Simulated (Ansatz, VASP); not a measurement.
Two plane-wave programs on BN

```
B N
1.0
     0.00000    1.80480    1.80480
     1.80480    0.00000    1.80480
     1.80480    1.80480    0.00000
B N
1 1
Cartesian
  0.0000 0.0000 0.0000
  0.9024 0.9024 0.9024
```

Alike in both runs: functional r2SCAN; k mesh 10 × 10 × 10; no spin polarisation.

Ansatz relaxed the structure, and its values are those at the end. VASP's run is a single point on that final structure, the one shown.

|  | VASP | Ansatz |
| --- | --- | --- |
| version | VASP 6.6.1 | Ansatz 0.2.0 |
| potentials or method | VASP PAW PBE potentials, release 64 (B_h, N_h), cutoff 1460 eV | scalar-relativistic, plane waves, PAW |
| occupations | gaussian, width 0.01 eV | fixed |
| valence electrons in the cell | 8 | 8 |

Ansatz gave:

* gap on the k mesh at the Fermi level (eV): 5.00
* least direct gap on the mesh (eV): 9.59
* pressure (GPa): 0.0

Problem. What did VASP give for the same quantities?

Solution. gap on the k mesh at the Fermi level (eV): 5.00; least direct gap on the mesh (eV): 9.57; pressure (GPa): -0.4.

VASP's potentials were made for PBE, not for r2SCAN.
